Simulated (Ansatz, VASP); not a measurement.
**One calculation of Cr, two programs**

The input INCAR:

```
SYSTEM = Cr
ALGO = Normal ; EDIFF = 1E-6
ENCUT = 520 ; GGA = CA
ISIF = 2 ; ISMEAR = -1
LASPH = .True. ; LCHARG = .False.
LREAL = .False. ; LWAVE = .False.
NBANDS = 19 ; NELM = 60
PREC = Accurate ; SIGMA = 0.1
```

File KPOINTS:

```
k-points
0
Gamma
  17 17 8
  0 0 0
```

The input POSCAR:

```
Cr
1.0
    2.5297916894      0.0000000000      0.0000000000
   -1.2648958447      2.1908638693      0.0000000000
    0.0000000000      0.0000000000      4.5126891031
Cr
2
Direct
    0.3333333333      0.6666666667      0.2500000000
    0.6666666667      0.3333333333      0.7500000000
```

Input for Ansatz:

```yaml
crystal:
  lattice:
    - [2.5297916894, 0.0, 0.0]
    - [-1.2648958447, 2.1908638693, 0.0]
    - [0.0, 0.0, 4.5126891031]
  atoms:
    - { symbol: Cr, position: [0.3333333333, 0.6666666667, 0.25] }
    - { symbol: Cr, position: [0.6666666667, 0.3333333333, 0.75] }
hamiltonian:
  xc: lda
  pseudopotentials:
    kind: paw
    azcp:
      Cr: "pseudopotentials/Cr.paw.azcp"
basis:
  ecutwfc: 420
  fft_grid_basis: typed
kpoints:
  mp_grid: { grid: [17, 17, 8], shift: [0, 0, 0] }
magnetization:
  spin_polarized: false
scf:
  occupations: { method: fermi_dirac, width: 0.1 }
  lower_state_search: "off"
output:
  stress: true
```

Alike in both runs: task single point; functional LDA; k mesh 17 × 17 × 8; occupations fermi-dirac, width 0.1 eV; no spin polarisation.

|  | VASP | Ansatz |
| --- | --- | --- |
| version | VASP 6.6.1 | Ansatz 0.2.0 |
| potentials or method | VASP PAW LDA potentials, release 64 (Cr_pv), cutoff 520 eV | plane waves (420 eV) with PAW, scalar-relativistic |
| valence electrons in the cell | 24 | 28 |

|  | VASP | Ansatz | Ansatz less VASP |
| --- | --- | --- | --- |
| pressure (GPa) | -24.5 | -24.5 | +0.02 |
| traceless stress, the component that is largest in VASP (GPa) | 1.64 | 1.64 | +0.002 |

Ansatz warns that its potentials were made for another functional, while VASP's fit it. LDA's correlation is that of Perdew and Zunger in VASP and of Perdew and Wang (1992) in Ansatz. VASP's potentials hold 24 valence electrons a cell and Ansatz's 28, so a difference there can come from the potentials and not from the codes.
